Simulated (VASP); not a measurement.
Write the native input for VASP 6.6.1 that does the following.

```yaml
Task: single point
Functional: PBEsol
Potentials_or_basis: VASP PAW PBE potentials, release 64 (Be)
Cutoff: 520 eV
k_mesh: 22 × 22 × 12
Occupations: fermi-dirac, width 0.05 eV
Spin: no spin polarisation
Dipole_correction: no
Further_INCAR_settings: ALGO = Normal; EDIFF = 1e-06; NBANDS = 9
```

The structure of Be lies in POSCAR:

```
Be
1.0
    2.2540200125      0.0000000000      0.0000000000
   -1.1270100062      1.9520385914      0.0000000000
    0.0000000000      0.0000000000      3.5607345426
Be
2
Direct
    0.3333333333      0.6666666667      0.2500000000
    0.6666666667      0.3333333333      0.7500000000
```

These files were run (other wordings do the same):

INCAR

```
SYSTEM = Be
PREC     = Accurate       ! precision mode
ENCUT    = 520            ! plane-wave cutoff, eV
EDIFF    = 1E-6           ! SCF threshold, eV
ISMEAR   = -1             ! smearing method
SIGMA    = 0.05           ! smearing width, eV
LREAL    = .False.        ! projectors in reciprocal space
LASPH    = .True.         ! aspherical terms in the spheres
NELM     = 100            ! most SCF steps
ALGO     = Normal         ! electronic algorithm
ISIF     = 2              ! what is computed and relaxed
LWAVE    = .False.        ! write WAVECAR
LCHARG   = .False.        ! write CHGCAR
GGA      = PS             ! functional
NBANDS   = 9              ! bands
```

KPOINTS

```
Automatic mesh
0
Gamma
  22 22 12
  0 0 0
```

Potentials or basis: VASP PAW PBE potentials, release 64 (Be).

Run with:

```bash
$ cat potpaw_PBE.64/Be/POTCAR > POTCAR
$ mpirun -np 1 vasp_std > vasp.out
```

It gave:

```json
{
 "Pressure": "0.4 GPa",
 "Band gap on the k mesh": "zero (band 2 reaches 8.22 eV, above the bottom of band 3 at 6.28 eV)"
}
```

Caveat: the PAW data sets were made with another functional, which shifts forces and pressure a little.

It took 26 s on 1 thread of Oxide Virtual Turin-like Processor (shared host), peak memory 0.12 GiB.
